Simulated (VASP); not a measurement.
# Be2H (P-3m1) in VASP: notebook

Runs on Be2H. Level: PBE. Tasks: single point, relaxation of cell and atoms.

Program: VASP 6.6.1. These are calculated values, not measurements. Logs are shortened: lines on timing, memory, paths and dates and some standing lists are left out, and cuts for length are marked.

### Step 1. The cell of the first run

It takes space group P-3m1 (No. 164, trigonal). Conventional cell: a = 2.218 Å, b = 2.218 Å, c = 4.738 Å, α = 90.00°, β = 90.00°, γ = 120.00°. Within 2.5 Å of Be (site symmetry 3m) lie 3 H at 1.92 Å and 9 Be at 2.22 to 2.28 Å. Within 2.5 Å of H (site symmetry -3m) lie 6 Be at 1.92 Å and 6 H at 2.22 Å.

### Step 2. Single point, PBE

Contents of INCAR:

```
PREC = Accurate ; ENCUT = 520
EDIFF = 1E-6 ; ISMEAR = 0
SIGMA = 0.1 ; LREAL = False
LASPH = True ; NELM = 100
ALGO = Normal ; ISIF = 2
LWAVE = False ; LCHARG = False
GGA = PE ; NBANDS = 10
```

Contents of KPOINTS:

```
regular mesh
0
Gamma
  24 24 12
```

Contents of POSCAR:

```
Be2H
1.0
    2.2183285198      0.0000000000      0.0000000000
   -1.1091642599      1.9211288520      0.0000000000
    0.0000000000      0.0000000000      4.7381287696
Be H
2 1
Direct
    0.3333333333      0.6666666667      0.3007842218
    0.6666666667      0.3333333333      0.6992157782
    0.0000000000      0.0000000000      0.0000000000
```

Potentials or basis: VASP PAW PBE potentials, release 64 (Be, H).

Run with:

```sh
> cat potpaw_PBE.64/Be/POTCAR potpaw_PBE.64/H/POTCAR > POTCAR
> mpirun -np 1 vasp_std > vasp.out
```

OUTCAR:

```text
PREC = Accurate
   ENCUT = 520
   EDIFF = 1E-6
   ISMEAR = 0
   LREAL = False
   LASPH = True
   NELM = 100
   ISIF = 2
   GGA = PE

 ion  position               nearest neighbor table
   1  0.333  0.667  0.301-   2 2.28   2 2.28   2 2.28
   2  0.667  0.333  0.699-   1 2.28   1 2.28   1 2.28
   3  0.000  0.000  0.000-

  LATTYP: Found a hexagonal cell.
 ALAT       =     2.2183285198
 C/A-ratio  =     2.1359003986

  Lattice vectors:

 A1 = (   2.2183285198,   0.0000000000,   0.0000000000)
 A2 = (  -1.1091642599,   1.9211288520,   0.0000000000)
 A3 = (   0.0000000000,   0.0000000000,   4.7381287696)

Analysis of symmetry for initial positions (statically):
=====================================================================
 Subroutine PRICEL returns:
 Original cell was already a primitive cell.

 Routine SETGRP: Setting up the symmetry group for a
 hexagonal supercell.

 Subroutine GETGRP returns: Found 12 space group operations
 (whereof 12 operations were pure point group operations)
 out of a pool of 24 trial point group operations.

The static configuration has the point symmetry D_3d.

Analysis of symmetry for dynamics (positions and initial velocities):
=====================================================================
 Subroutine PRICEL returns:
 Original cell was already a primitive cell.

 Routine SETGRP: Setting up the symmetry group for a
 hexagonal supercell.

 Subroutine GETGRP returns: Found 12 space group operations
 (whereof 12 operations were pure point group operations)
 out of a pool of 24 trial point group operations.

The dynamic configuration has the point symmetry D_3d.

 Subroutine INISYM returns: Found 12 space group operations
 (whereof 12 operations are pure point group operations),
 and found     1 'primitive' translations

----------------------------------------------------------------------------------------

                                     Primitive cell

  volume of cell :      20.1925

  direct lattice vectors                    reciprocal lattice vectors
     2.218328520  0.000000000  0.000000000     0.450789859  0.260263646  0.000000000
    -1.109164260  1.921128852  0.000000000     0.000000000  0.520527293  0.000000000
     0.000000000  0.000000000  4.738128770     0.000000000  0.000000000  0.211053783

  length of vectors
     2.218328520  2.218328520  4.738128770     0.520527293  0.520527293  0.211053783

  position of ions in fractional coordinates (direct lattice)
     0.333333333  0.666666667  0.300784222
     0.666666667  0.333333333  0.699215778
     0.000000000  0.000000000  0.000000000

  ion indices of the primitive-cell ions
   primitive index   ion index
                 1           1
                 2           2
                 3           3

----------------------------------------------------------------------------------------

 KPOINTS: regular mesh

Automatic generation of k-mesh.
 Grid dimensions read from file:
 generate k-points for:   24   24   12

 Generating k-lattice:

  Cartesian coordinates                     Fractional coordinates (reciprocal lattice)
     0.018782911  0.010844319  0.000000000     0.041666667  0.000000000  0.000000000
     0.000000000  0.021688637  0.000000000     0.000000000  0.041666667  0.000000000
     0.000000000  0.000000000  0.017587815     0.000000000  0.000000000  0.083333333

  Length of vectors
     0.021688637  0.021688637  0.017587815

  Shift w.r.t. Gamma in fractional coordinates (k-lattice)
     0.000000000  0.000000000  0.000000000

 Subroutine IBZKPT returns following result:
 ===========================================

 Found    667 irreducible k-points:

 Following reciprocal coordinates:
            Coordinates               Weight
  0.000000  0.000000  0.000000      1.000000
  0.041667  0.000000  0.000000      6.000000
  0.083333  0.000000  0.000000      6.000000
  0.125000  0.000000  0.000000      6.000000
  0.166667  0.000000  0.000000      6.000000
  0.208333  0.000000  0.000000      6.000000
[... 16 lines left out ...]
  0.416667  0.041667  0.000000     12.000000
  0.458333  0.041667  0.000000     12.000000
 [... further k-points ...]
   k-points           NKPTS =    667   k-points in BZ     NKDIM =    667   number of bands    NBANDS=     10
   number of dos      NEDOS =    301   number of ions     NIONS =      3
   total plane-waves  NPLWV =   9216
   dimension x,y,z NGX =    16 NGY =   16 NGZ =   36
   dimension x,y,z NGXF=    32 NGYF=   32 NGZF=   72
   ions per type =               2   1
   NGX,Y,Z   is equivalent  to a cutoff of  11.99, 11.99, 12.63 a.u.
   NGXF,Y,Z  is equivalent  to a cutoff of  23.98, 23.98, 25.26 a.u.
 SYSTEM =  unknown system
   PREC   = accura    normal or accurate (medium, high low for compatibility)
   ISTART =      0    job   : 0-new  1-cont  2-samecut
   ICHARG =      2    charge: 1-file 2-atom 10-const
   ISPIN  =      1    spin polarized calculation?
   LNONCOLLINEAR =      F non collinear calculations
   LSORBIT =      F    spin-orbit coupling
   LASPH  =      T    aspherical Exc in radial PAW
   ENCUT  =  520.0 eV  38.22 Ry    6.18 a.u.   4.12  4.12  8.81*2*pi/ulx,y,z
   NELM   =    100;   NELMIN=  2; NELMDL= -5     # of ELM steps
   EDIFF  = 0.1E-05   stopping-criterion for ELM
   LREAL  =      F    real-space projection
   EDIFFG = 0.1E-04   stopping-criterion for IOM
   NSW    =      0    number of steps for IOM
   IBRION =     -1    ionic relax: 0-MD 1-quasi-New 2-CG
   NFREE  =      0    steps in history (QN), initial steepest desc. (CG)
   ISIF   =      2    stress and relaxation
   ISYM   =      2    0-nonsym 1-usesym 2-fastsym
   POTIM  = 0.5000    time-step for ionic-motion
   TEBEG  =    0.0;   TEEND  =   0.0 temperature during run
   PSTRESS=    0.0 pullay stress
   NELECT =       5.0000    total number of electrons
   NUPDOWN=      -1.0000    fix difference up-down
   EMIN   =  10.00;   EMAX   =-10.00  energy-range for DOS
   EFERMI =   0.00;   METHOD = LEGACY
   ISMEAR =     0;   SIGMA  =   0.10  broadening in eV -4-tet -1-fermi 0-gaus
   EFERMI_NEDOS =   21; number of points for ismear=-14 and -15
   IALGO  =     38    algorithm
   IMIX   =      4    mixing-type and parameters
     AMIX     =   0.40;   BMIX     =  1.00
     AMIX_MAG =   1.60;   BMIX_MAG =  1.00
  volume/ion in A,a.u.               =       6.73        45.42
  Fermi-wavevector in a.u.,A,eV,Ry     =   1.028020  1.942677 14.378992  1.056826
  Thomas-Fermi vector in A             =   2.161995
   LORBIT       =      0    0 simple, 1 ext, 2 COOP (PROOUT), +10 PAW based schemes
   GGA     = PE    functional components
   LHFCALC =     F    Hartree Fock is set to
   AEXX    =    0.0000 exact exchange contribution
   IVDW    =     0    specifies the selected vdW correction
   LEPSILON=     F    determine dielectric tensor
   LRPA    =     F    only Hartree local field effects (RPA)
 non-spin polarized calculation
 Gauss-broadening in eV      SIGMA  =   0.10
  energy-cutoff  :      520.00
  volume of cell :       20.19
 maximum number of plane-waves:       560
   NGX =  9   NGY =  9   NGZ = 17

 number of electron       4.9999999 magnetization

 Free energy of the ion-electron system (eV)
  ---------------------------------------------------
  ext. energy  EPLUGINS =         0.00000000
  ---------------------------------------------------
  free energy    TOTEN  =        -9.71986097 eV

  energy without entropy =       -9.71663753  energy(sigma->0) =       -9.71824925

 E-fermi :   5.7931     XC(G=0): -10.3717

 val. band max:        5.7917388127   @ k =   0.3750   0.1250   0.3333
 cond. band min:       5.7975438621   @ k =   0.4583   0.0833   0.1667
 fundamental gap:      0.0058050494
 Fermi energy:         5.7930806207

 k-point     1 :       0.0000    0.0000    0.0000
  band No.  band energies     occupation
      1      -6.2543      2.00000
      2      -1.8241      2.00000
      3       1.3146      2.00000
      4      16.3808      0.00000
      5      16.4157      0.00000
      6      23.7651      0.00000
      7      23.7651      0.00000
      8      25.1245      0.00000
      9      25.1245      0.00000
     10      29.5229      0.00000

 k-point     2 :       0.0417    0.0000    0.0000
  band No.  band energies     occupation
      1      -6.1973      2.00000
      2      -1.7611      2.00000
      3       1.3565      2.00000
      4      16.4121      0.00000
      5      16.4275      0.00000
      6      23.3235      0.00000
      7      23.4392      0.00000
      8      24.9516      0.00000
      9      25.1290      0.00000
     10      29.2004      0.00000

 k-point     3 :       0.0833    0.0000    0.0000
  band No.  band energies     occupation
      1      -6.0264      2.00000
      2      -1.5723      2.00000
      3       1.4818      2.00000
      4      16.4535      0.00000
      5      16.5023      0.00000
      6      22.0898      0.00000
      7      22.7066      0.00000
      8      24.5099      0.00000
      9      24.9676      0.00000
     10      28.3621      0.00000

 k-point     4 :       0.1250    0.0000    0.0000
  band No.  band energies     occupation
      1      -5.7422      2.00000
      2      -1.2580      2.00000
      3       1.6890      2.00000
      4      16.4686      0.00000
      5      16.6204      0.00000
      6      20.4091      0.00000
      7      21.8360      0.00000
      8      23.7841      0.00000
      9      24.5568      0.00000
     10      27.1252      0.00000
[... 222 lines left out ...]
 k-point    22 :       0.3750    0.0417    0.0000
  band No.  band energies     occupation
      1      -1.3638      2.00000
      2       3.5060      2.00000
      3       4.2690      2.00000
      4       8.8467      0.00000
      5      11.7717      0.00000
      6      13.9125      0.00000
      7      17.1619      0.00000
      8      19.2321      0.00000
      9      20.8849      0.00000
     10      23.5743      0.00000

 k-point    23 :       0.4167    0.0417    0.0000
  band No.  band energies     occupation
      1      -0.5017      2.00000
      2       3.6326      2.00000
      3       5.0249      2.00000
      4       8.3201      0.00000
      5      10.4377      0.00000
      6      12.7874      0.00000
      7      16.9422      0.00000
      8      19.4266      0.00000
      9      20.6447      0.00000
     10      24.3541      0.00000

 k-point    24 :       0.4583    0.0417    0.0000
  band No.  band energies     occupation
      1       0.1280      2.00000
      2       3.3114      2.00000
      3       5.8538      0.39044
      4       8.1365      0.00000
      5       9.5206      0.00000
      6      12.1145      0.00000
      7      16.8295      0.00000
      8      19.5424      0.00000
      9      20.5107      0.00000
     10      25.2027      0.00000

 [... further k-points ...]
[... 5 lines left out ...]
  --------------------------------------------------------------------------------------
  -------------------------------------------------------------------------------------
  Total        0.0060543      0.0060543      0.0047797      0.0000000      0.0000000      0.0000000
  in kB        0.4803775      0.4803775      0.3792492      0.0000000      0.0000000      0.0000000
  external PRESSURE =       0.4466680 kB  Pullay stress =       0.0000000 kB

 VOLUME and BASIS-vectors are now :
 -----------------------------------------------------------------------------
  energy-cutoff  :      520.00
  volume of cell :       20.19
      direct lattice vectors                 reciprocal lattice vectors
     2.218328520  0.000000000  0.000000000     0.450789859  0.260263646  0.000000000
    -1.109164260  1.921128852  0.000000000     0.000000000  0.520527293  0.000000000
     0.000000000  0.000000000  4.738128770     0.000000000  0.000000000  0.211053783

 POSITION                                       TOTAL-FORCE (eV/Angst)
 -----------------------------------------------------------------------------------
     -0.00000      1.28075      1.42515        -0.000000      0.000000     -0.004214
      1.10916      0.64038      3.31297         0.000000      0.000000      0.004214
      0.00000      0.00000      0.00000        -0.000000      0.000000      0.000000
 -----------------------------------------------------------------------------------
    total drift:                                0.000000     -0.000000      0.000000

  FREE ENERGIE OF THE ION-ELECTRON SYSTEM (eV)
  ---------------------------------------------------
  free  energy   TOTEN  =        -9.7198609652 eV

  energy  without entropy=       -9.7166375295  energy(sigma->0) =       -9.71824925
```

Run time: 37 s. Hardware: 1 thread of Intel Xeon Platinum 8488C (Sapphire Rapids), shared host; peak memory 0.23 GiB.

What came out:

```yaml
Free_energy: -9.7199 eV
Pressure: 0.0 GPa
Largest_force: 0.004 eV/Å
```

Forces on the atoms (eV/Å):
```
Be   0.000  0.000 -0.004
Be   0.000  0.000  0.004
H    0.000  0.000  0.000
```

### Step 3. Relaxation of cell and atoms, PBE

This run uses another cell than the first one, of 6.64 Å³/atom, 0.987 times its volume.

Contents of INCAR:

```
  ALGO = Normal
  EDIFF = 1E-6
  EDIFFG = -0.01
  ENCUT = 600
  GGA = PE
  IBRION = 2
  ISIF = 3
  ISMEAR = 0
  LASPH = T
  LCHARG = F
  LREAL = F
  LWAVE = F
  NELM = 100
  NSW = 100
  PREC = Accurate
  SIGMA = 0.1
```

Contents of KPOINTS:

```
k-points
0
Gamma
  24 24 12
```

Contents of POSCAR:

```
Be2H
1.0
    2.3783211033      0.0000000000      0.0000000000
   -1.1891605517      2.0596864939      0.0000000000
    0.0000000000      0.0000000000      4.0687609140
Be H
2 1
Direct
    0.3333333333      0.6666666667      0.2870266905
    0.6666666667      0.3333333333      0.7129733095
    0.0000000000      0.0000000000      0.0000000000
```

Potentials or basis: VASP PAW PBE potentials, release 64 (Be, H).

Run with:

```sh
> cat potpaw_PBE.64/Be/POTCAR potpaw_PBE.64/H/POTCAR > POTCAR
> mpirun -np 1 vasp_std > vasp.out
```

Wall time 4.4 min (1 thread of Intel Xeon Platinum 8488C (Sapphire Rapids), shared host); peak memory 0.24 GiB.

It converged, with:

* Free energy: -9.7194 eV
* Relaxed volume: 6.74 Å³/atom
* Relaxed cell: a = 2.220 Å, b = 2.220 Å, c = 4.737 Å, α = 90.00°, β = 90.00°, γ = 120.00°
* Space group after relaxing (to 0.05 Å): P-3m1 (No. 164)
* Energy gained by relaxing: 64.8 meV/atom
* Ionic steps: 11
* Pressure after relaxing: -0.1 GPa

Step by step:
```
step  energy change (eV)  largest force (eV/Å)  pressure (GPa)  volume (Å³)
   1              0.0000                0.0702            0.41        19.93
   2             -0.0169                0.1525            0.16        19.98
   3             -0.0812                0.3645           -0.24        20.09
   4             -0.1797                0.2974           -0.19        20.18
   5              0.0662                0.4011            5.45        19.88
   6             -0.1913                0.1706           -0.01        20.17
   7             -0.1923                0.1285            0.07        20.17
   8             -0.1933                0.0773            0.06        20.21
   9             -0.1940                0.0047            0.05        20.19
  10             -0.1944                0.0015           -0.05        20.21
  11             -0.1944                0.0017           -0.11        20.23
```

Final structure:
```
CELL_PARAMETERS angstrom
2.22048 0.00000 0.00000
-1.11024 1.92299 0.00000
0.00000 0.00000 4.73679
ATOMIC_POSITIONS crystal
Be 0.33333 0.66667 0.30079
Be 0.66667 0.33333 0.69921
H 0.00000 0.00000 0.00000
```

Levels at points of the mesh, in eV from the Fermi level:
| k point | band 1 | band 2 | band 3 | band 4 | band 5 | band 6 |
| --- | --- | --- | --- | --- | --- | --- |
| (0.00, 0.00, 0.00) | -12.04 | -7.60 | -4.47 | 10.61 | 10.64 | 17.92 |
| (0.50, 0.00, 0.00) | -5.61 | -2.59 | 0.17 | 2.26 | 3.57 | 6.30 |
| (0.00, 0.00, 0.50) | -11.39 | -9.70 | -0.11 | 2.60 | 17.20 | 18.10 |
| (0.50, 0.00, 0.50) | -4.95 | -3.64 | -0.42 | 1.31 | 6.86 | 9.70 |

(Continued in part 2 of 3.)
